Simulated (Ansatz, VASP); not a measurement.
# One calculation of Os, two programs

```xyz
2
Lattice="2.7272 0.0000 0.0000 -1.3636 2.3618 0.0000 0.0000 0.0000 4.3132" Properties=species:S:1:pos:R:3 pbc="T T T"
Os    0.0000    1.5746    1.0783
Os    1.3636    0.7873    3.2349
```

Alike in both runs: functional PBEsol; k mesh 18 × 18 × 10; occupations gaussian, width 0.1 eV; no spin polarisation.

Ansatz relaxed the structure, and its values are those at the end. VASP's run is a single point on that final structure, the one shown.

|  | VASP | Ansatz |
| --- | --- | --- |
| version | VASP 6.6.1 | Ansatz 0.2.0 |
| potentials or method | VASP PAW PBE potentials, release 64 (Os), cutoff 520 eV | scalar-relativistic, plane waves, PAW |
| valence electrons in the cell | 16 | 32 |

```tsv
	VASP	Ansatz	Ansatz less VASP
gap on the k mesh at the Fermi level (eV)	none	none	-
pressure (GPa)	0.5	0.0	-0.48
```

VASP's potentials were made for PBE, not for PBEsol. A gap of «none» marks a metal or a gap that the smearing closes. With one functional, cell and mesh, what is left measures potentials, basis and numerics. VASP's potentials hold 16 valence electrons a cell and Ansatz's 32, so a difference there can come from the potentials and not from the codes.

Spin-orbit coupling is off throughout.
